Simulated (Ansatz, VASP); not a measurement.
# One calculation of ZnO, two programs

```
Zn O
1.0
     3.25655    0.00000    0.00000
    -1.62828    2.82026    0.00000
     0.00000    0.00000    5.26248
Zn O
2 2
Direct
  0.33333 0.66667 0.50019
  0.66667 0.33333 0.00019
  0.66667 0.33333 0.37882
  0.33333 0.66667 0.87882
```

Alike in both runs: functional revPBE; dispersion D3(BJ); k mesh 12 × 12 × 4; no spin polarisation.

Ansatz relaxed the structure, and its values are those at the end. VASP's run is a single point on that final structure, the one shown.

```csv
,VASP,Ansatz
version,VASP 6.6.1,Ansatz 0.2.0
potentials or method,"VASP PAW PBE potentials, release 64 (Zn, O), cutoff 520 eV","plane waves, PAW"
occupations,"gaussian, width 0.01 eV",fixed
valence electrons in the cell,36,36
```

|  | VASP | Ansatz | Ansatz less VASP |
| --- | --- | --- | --- |
| pressure (GPa) | 1.1 | 0.0 | -1.11 |

VASP's potentials were made for PBE, not for revPBE.
